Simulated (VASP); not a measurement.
# Ni (Fm-3m) in VASP: notebook

The runs below take Ni through single point, with PBE.

All numbers are computed with VASP 6.6.1; they aren't measurements. Logs are shortened: lines on timing, memory, paths and dates and some standing lists are left out, and cuts for length are marked.

## Step 1: The cell of the first run

Symmetry: Fm-3m, No. 225, cubic system. Conventional cell: a = 3.519 Å, b = 3.519 Å, c = 3.519 Å, α = 90.00°, β = 90.00°, γ = 90.00°. Within 3.3 Å of Ni (site symmetry m-3m) lie 12 Ni at 2.49 Å.

## Step 2: Single point, PBE, collinear spin, ferromagnetic start

File INCAR:

```
SYSTEM = Ni
  PREC = Accurate
  ENCUT = 520
  EDIFF = 1E-6
  ISMEAR = -1
  SIGMA = 0.1
  LREAL = .FALSE.
  LASPH = .TRUE.
  NELM = 150
  ALGO = Normal
  ISIF = 2
  LWAVE = .FALSE.
  LCHARG = .TRUE.
  ISPIN = 2
  MAGMOM = 0.47
  LORBIT = 11
  NUPDOWN = 0.47
  LMAXMIX = 4
  GGA = PE
  LELF = .TRUE.
  LVHAR = .TRUE.
  NBANDS = 15
```

File KPOINTS:

```
regular mesh
0
G
  14 14 14
  0 0 0
```

File POSCAR:

```
Ni
1.0
    0.0000000000      1.7597000000      1.7597000000
    1.7597000000      0.0000000000      1.7597000000
    1.7597000000      1.7597000000      0.0000000000
Ni
1
Direct
    0.0000000000      0.0000000000      0.0000000000
```

Potentials or basis: VASP PAW PBE potentials, release 64 (Ni).

On the command line:

```
$ cat potpaw_PBE.64/Ni/POTCAR > POTCAR
$ mpirun -np 1 vasp_std > vasp.out
```

OUTCAR:

```text
SYSTEM = Ni
   PREC = Accurate
   ENCUT = 520
   EDIFF = 1E-6
   ISMEAR = -1
   LREAL = .FALSE.
   LASPH = .TRUE.
   NELM = 150
   ISIF = 2
   ISPIN = 2
   LORBIT = 11
   NUPDOWN = 0.47
   GGA = PE

 ion  position               nearest neighbor table
   1  0.000  0.000  0.000-

  LATTYP: Found a face centered cubic cell.
 ALAT       =     3.5194000000

  Lattice vectors:

 A1 = (   0.0000000000,   1.7597000000,   1.7597000000)
 A2 = (   1.7597000000,   0.0000000000,   1.7597000000)
 A3 = (   1.7597000000,   1.7597000000,   0.0000000000)

Analysis of symmetry for initial positions (statically):
=====================================================================
 Subroutine PRICEL returns:
 Original cell was already a primitive cell.

 Routine SETGRP: Setting up the symmetry group for a
 face centered cubic supercell.

 Subroutine GETGRP returns: Found 48 space group operations
 (whereof 48 operations were pure point group operations)
 out of a pool of 48 trial point group operations.

The static configuration has the point symmetry O_h .

Analysis of symmetry for dynamics (positions and initial velocities):
=====================================================================
 Subroutine PRICEL returns:
 Original cell was already a primitive cell.

 Routine SETGRP: Setting up the symmetry group for a
 face centered cubic supercell.

 Subroutine GETGRP returns: Found 48 space group operations
 (whereof 48 operations were pure point group operations)
 out of a pool of 48 trial point group operations.

The dynamic configuration has the point symmetry O_h .

Analysis of structural, dynamic, and magnetic symmetry:
=====================================================================
 Subroutine PRICEL returns:
 Original cell was already a primitive cell.

 Routine SETGRP: Setting up the symmetry group for a
 face centered cubic supercell.

 Subroutine GETGRP returns: Found 48 space group operations
 (whereof 48 operations were pure point group operations)
 out of a pool of 48 trial point group operations.

The overall configuration has the point symmetry O_h .

 Subroutine INISYM returns: Found 48 space group operations
 (whereof 48 operations are pure point group operations),
 and found     1 'primitive' translations

----------------------------------------------------------------------------------------

                                     Primitive cell

  volume of cell :      10.8980

  direct lattice vectors                    reciprocal lattice vectors
     0.000000000  1.759700000  1.759700000    -0.284139342  0.284139342  0.284139342
     1.759700000  0.000000000  1.759700000     0.284139342 -0.284139342  0.284139342
     1.759700000  1.759700000  0.000000000     0.284139342  0.284139342 -0.284139342

  length of vectors
     2.488591606  2.488591606  2.488591606     0.492143777  0.492143777  0.492143777

  position of ions in fractional coordinates (direct lattice)
     0.000000000  0.000000000  0.000000000

  ion indices of the primitive-cell ions
   primitive index   ion index
                 1           1

----------------------------------------------------------------------------------------

 KPOINTS: regular mesh

Automatic generation of k-mesh.
 Grid dimensions read from file:
 generate k-points for:   14   14   14

 Generating k-lattice:

  Cartesian coordinates                     Fractional coordinates (reciprocal lattice)
    -0.020295667  0.020295667  0.020295667     0.071428571  0.000000000  0.000000000
     0.020295667 -0.020295667  0.020295667     0.000000000  0.071428571  0.000000000
     0.020295667  0.020295667 -0.020295667     0.000000000  0.000000000  0.071428571

  Length of vectors
     0.035153127  0.035153127  0.035153127

  Shift w.r.t. Gamma in fractional coordinates (k-lattice)
     0.000000000  0.000000000  0.000000000

 Subroutine IBZKPT returns following result:
 ===========================================

 Found    104 irreducible k-points:

 Following reciprocal coordinates:
            Coordinates               Weight
  0.000000  0.000000  0.000000      1.000000
  0.071429  0.000000  0.000000      8.000000
  0.142857  0.000000  0.000000      8.000000
  0.214286  0.000000  0.000000      8.000000
  0.285714  0.000000  0.000000      8.000000
  0.357143  0.000000  0.000000      8.000000
[... 16 lines left out ...]
  0.214286  0.142857  0.000000     24.000000
  0.285714  0.142857  0.000000     24.000000
 [... further k-points ...]
   k-points           NKPTS =    104   k-points in BZ     NKDIM =    104   number of bands    NBANDS=     15
   number of dos      NEDOS =    301   number of ions     NIONS =      1
   total plane-waves  NPLWV =   8000
   dimension x,y,z NGX =    20 NGY =   20 NGZ =   20
   dimension x,y,z NGXF=    40 NGYF=   40 NGZF=   40
   ions per type =               1
   NGX,Y,Z   is equivalent  to a cutoff of  13.36, 13.36, 13.36 a.u.
   NGXF,Y,Z  is equivalent  to a cutoff of  26.72, 26.72, 26.72 a.u.
 SYSTEM =  Ni
   PREC   = accura    normal or accurate (medium, high low for compatibility)
   ISTART =      0    job   : 0-new  1-cont  2-samecut
   ICHARG =      2    charge: 1-file 2-atom 10-const
   ISPIN  =      2    spin polarized calculation?
   LNONCOLLINEAR =      F non collinear calculations
   LSORBIT =      F    spin-orbit coupling
   LASPH  =      T    aspherical Exc in radial PAW
   ENCUT  =  520.0 eV  38.22 Ry    6.18 a.u.   4.63  4.63  4.63*2*pi/ulx,y,z
   NELM   =    150;   NELMIN=  2; NELMDL= -5     # of ELM steps
   EDIFF  = 0.1E-05   stopping-criterion for ELM
   LREAL  =      F    real-space projection
   EDIFFG = 0.1E-04   stopping-criterion for IOM
   NSW    =      0    number of steps for IOM
   IBRION =     -1    ionic relax: 0-MD 1-quasi-New 2-CG
   NFREE  =      0    steps in history (QN), initial steepest desc. (CG)
   ISIF   =      2    stress and relaxation
   ISYM   =      2    0-nonsym 1-usesym 2-fastsym
   POTIM  = 0.5000    time-step for ionic-motion
   TEBEG  =    0.0;   TEEND  =   0.0 temperature during run
   PSTRESS=    0.0 pullay stress
   NELECT =      10.0000    total number of electrons
   NUPDOWN=       0.4700    fix difference up-down
   EMIN   =  10.00;   EMAX   =-10.00  energy-range for DOS
   EFERMI =   0.00;   METHOD = LEGACY
   ISMEAR =    -1;   SIGMA  =   0.10  broadening in eV -4-tet -1-fermi 0-gaus
   EFERMI_NEDOS =   21; number of points for ismear=-14 and -15
   IALGO  =     38    algorithm
   IMIX   =      4    mixing-type and parameters
     AMIX     =   0.40;   BMIX     =  1.00
     AMIX_MAG =   1.60;   BMIX_MAG =  1.00
  volume/ion in A,a.u.               =      10.90        73.54
  Fermi-wavevector in a.u.,A,eV,Ry     =   1.590839  3.006250 34.433194  2.530768
  Thomas-Fermi vector in A             =   2.689472
   LORBIT       =     11    0 simple, 1 ext, 2 COOP (PROOUT), +10 PAW based schemes
   GGA     = PE    functional components
   LHFCALC =     F    Hartree Fock is set to
   AEXX    =    0.0000 exact exchange contribution
   IVDW    =     0    specifies the selected vdW correction
   LEPSILON=     F    determine dielectric tensor
   LRPA    =     F    only Hartree local field effects (RPA)
 spin polarized calculation
  energy-cutoff  :      520.00
  volume of cell :       10.90
 maximum number of plane-waves:       306
   NGX =  9   NGY =  9   NGZ =  9

 number of electron      10.0000009 magnetization       0.4700001

 Free energy of the ion-electron system (eV)
  ---------------------------------------------------
  ext. energy  EPLUGINS =         0.00000000
  ---------------------------------------------------
  free energy    TOTEN  =        -5.49181316 eV

  energy without entropy =       -5.42806228  energy(sigma->0) =       -5.45993772

 E-fermi :   9.3185     XC(G=0): -13.2441

 val. band max:        9.3131477399   @ k =  -0.3571   0.3571   0.0000
 cond. band min:       9.1973309350   @ k =   0.4286   0.0714   0.0000
 fundamental gap:     -0.1158168049
 Fermi energy:         9.1646967617

 spin component 1

 k-point     1 :       0.0000    0.0000    0.0000
  band No.  band energies     occupation
      1       0.3578      1.00000
      2       7.0313      1.00000
      3       7.0313      1.00000
      4       7.0313      1.00000
      5       8.1830      0.99995
      6       8.1830      0.99995
      7      33.0537      0.00000
      8      36.9146      0.00000
      9      36.9146      0.00000
     10      36.9146      0.00000
     11      39.8669      0.00000
     12      39.8669      0.00000
     13      39.8669      0.00000
     14      42.8029      0.00000
     15      49.1216      0.00000
[... 397 lines left out ...]
 k-point    24 :       0.2857    0.1429    0.0000
  band No.  band energies     occupation
      1       3.0081      1.00000
      2       6.3665      1.00000
      3       7.2618      1.00000
      4       7.5268      1.00000
      5       8.1485      0.99996
      6       8.5178      0.99845
      7      24.8793      0.00000
      8      30.3830      0.00000
      9      31.1093      0.00000
     10      33.7828      0.00000
     11      38.8167      0.00000
     12      42.8416      0.00000
     13      44.8062      0.00000
     14      46.9477      0.00000
     15      51.4121      0.00000

 [... further k-points ...]

 spin component 2

 k-point     1 :       0.0000    0.0000    0.0000
  band No.  band energies     occupation
      1       0.3160      1.00000
      2       7.6024      1.00000
      3       7.6024      1.00000
      4       7.6024      1.00000
      5       8.6311      0.99897
      6       8.6311      0.99897
      7      32.9103      0.00000
      8      36.8867      0.00000
      9      36.8867      0.00000
     10      36.8867      0.00000
     11      39.9300      0.00000
     12      39.9300      0.00000
     13      39.9300      0.00000
     14      42.6864      0.00000
     15      49.2611      0.00000
[... 397 lines left out ...]
 k-point    24 :       0.2857    0.1429    0.0000
  band No.  band energies     occupation
      1       2.9898      1.00000
      2       6.8750      1.00000
      3       7.7356      1.00000
      4       8.0745      1.00000
      5       8.6631      0.99858
      6       9.0147      0.95428
      7      24.9580      0.00000
      8      30.4340      0.00000
      9      31.0637      0.00000
     10      33.8189      0.00000
     11      38.8973      0.00000
     12      42.7974      0.00000
     13      44.7701      0.00000
     14      46.9402      0.00000
     15      51.4728      0.00000

 [... further k-points ...]
[... 5 lines left out ...]
  --------------------------------------------------------------------------------------
  -------------------------------------------------------------------------------------
  Total       -0.0222946     -0.0222946     -0.0222946     -0.0000000     -0.0000000     -0.0000000
  in kB       -3.2776566     -3.2776566     -3.2776566     -0.0000000     -0.0000000     -0.0000000
  external PRESSURE =      -3.2776566 kB  Pullay stress =       0.0000000 kB

 VOLUME and BASIS-vectors are now :
 -----------------------------------------------------------------------------
  energy-cutoff  :      520.00
  volume of cell :       10.90
      direct lattice vectors                 reciprocal lattice vectors
     0.000000000  1.759700000  1.759700000    -0.284139342  0.284139342  0.284139342
     1.759700000  0.000000000  1.759700000     0.284139342 -0.284139342  0.284139342
     1.759700000  1.759700000  0.000000000     0.284139342  0.284139342 -0.284139342

 POSITION                                       TOTAL-FORCE (eV/Angst)
 -----------------------------------------------------------------------------------
      0.00000      0.00000      0.00000        -0.000000     -0.000000      0.000000
 -----------------------------------------------------------------------------------
    total drift:                                0.000000      0.000000      0.000000

  FREE ENERGIE OF THE ION-ELECTRON SYSTEM (eV)
  ---------------------------------------------------
  free  energy   TOTEN  =        -5.4918131594 eV

  energy  without entropy=       -5.4280622832  energy(sigma->0) =       -5.45993772

 total charge

# of ion       s       p       d       tot
------------------------------------------
    1        0.495   0.494   8.320   9.308

 magnetization (x)

# of ion       s       p       d       tot
------------------------------------------
    1       -0.008  -0.023   0.512   0.482
```

Wall time 32 s (1 thread of Intel Xeon 6975P-C, shared host); peak memory 0.15 GiB.

What came out:

```
Free energy                                           : -5.4918 eV
Pressure                                              : -0.3 GPa
Net moment                                            : 0.47 μB per cell
Site moments                                          : Ni +0.48 μB
Valence electrons inside the program's atomic spheres : Ni 9.31
```

Caveat: the total moment is fixed, so each spin has its own Fermi level.

[end of part 1 of 2]
